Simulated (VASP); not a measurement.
HfB: single point with PBEsol

The system is HfB.

```
CELL_PARAMETERS angstrom
0.00000 2.31000 2.31000
2.31000 0.00000 2.31000
2.31000 2.31000 0.00000
ATOMIC_POSITIONS crystal
Hf 0.50000 0.50000 0.50000
B 0.00000 0.00000 0.00000
```

```yaml
Program: VASP 6.6.1
Task: single point
Functional: PBEsol
Potentials_or_basis: VASP PAW PBE potentials, release 64 (Hf_pv, B)
Cutoff: 520 eV
k_mesh: 10 × 10 × 10
Occupations: fermi-dirac, width 0.05 eV
Spin: no spin polarisation
```

```
Pressure : 24.3 GPa
```

Levels at points of the mesh, in eV from the Fermi level:
```tsv
k point	band 3	band 4	band 5	band 6	band 7	band 8	band 9	band 10	band 11	band 12
(0.00, 0.00, 0.00)	-28.22	-9.54	2.18	2.18	2.18	4.01	4.01	4.01	4.22	4.22
(0.50, 0.00, 0.00)	-28.30	-5.02	-3.97	-1.36	-1.36	6.53	6.53	7.59	8.48	14.01
(0.50, 0.50, 0.00)	-28.48	-6.68	-1.12	-0.87	2.42	2.42	6.26	7.91	7.91	9.39
```

Wall time 9 s on 1 thread of Intel(R) Xeon(R) Platinum 8259CL CPU @ 2.50GHz (Skylake/Cascade Lake), with other jobs on the host, peak memory 0.15 GiB.

Caveat: the PAW data sets were made with another functional, which shifts forces and pressure a little; spin-orbit coupling is left out, which moves the levels of the heavy elements.
